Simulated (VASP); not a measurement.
HPbNO4:

```
H Pb N O
1.0
     3.85404    0.14384    0.09012
    -0.25320    5.52698    0.16471
    -0.48197   -1.92720    5.72025
H Pb N O
1 1 1 4
Direct
  0.10913 0.65718 0.54463
  0.61029 0.52127 0.15100
  0.91580 0.96263 0.95867
  0.01384 0.13639 0.88084
  0.72398 0.01057 0.12858
  0.00389 0.73732 0.87043
  0.11927 0.59324 0.37651
```

Base run:

* Program: VASP 6.6.1
* Functional: RPBE
* Potentials or basis: VASP PAW PBE potentials, release 64 (H, Pb_d, N, O)
* Cutoff: 520 eV
* k mesh: 5 × 4 × 4
* Occupations: fermi-dirac, width 0.05 eV
* Spin: no spin polarisation

Its results: band gap on the k mesh 3.16 eV, indirect (least direct gap 3.24 eV); pressure 2.5 GPa; largest force 0.771 eV/Å.

Task: The run is repeated on the same cell with these changes: functional from RPBE to revPBE. What comes out?

Result: Band gap on the k mesh 3.16 eV, indirect (least direct gap 3.23 eV); pressure 2.0 GPa; largest force 0.675 eV/Å.

Caveats: the standard files for N, O and F lose accuracy on very short bonds; the PAW data sets were made with another functional, which shifts forces and pressure a little; spin-orbit coupling is left out, which moves the levels of the heavy elements.

A k mesh can miss the band edges.
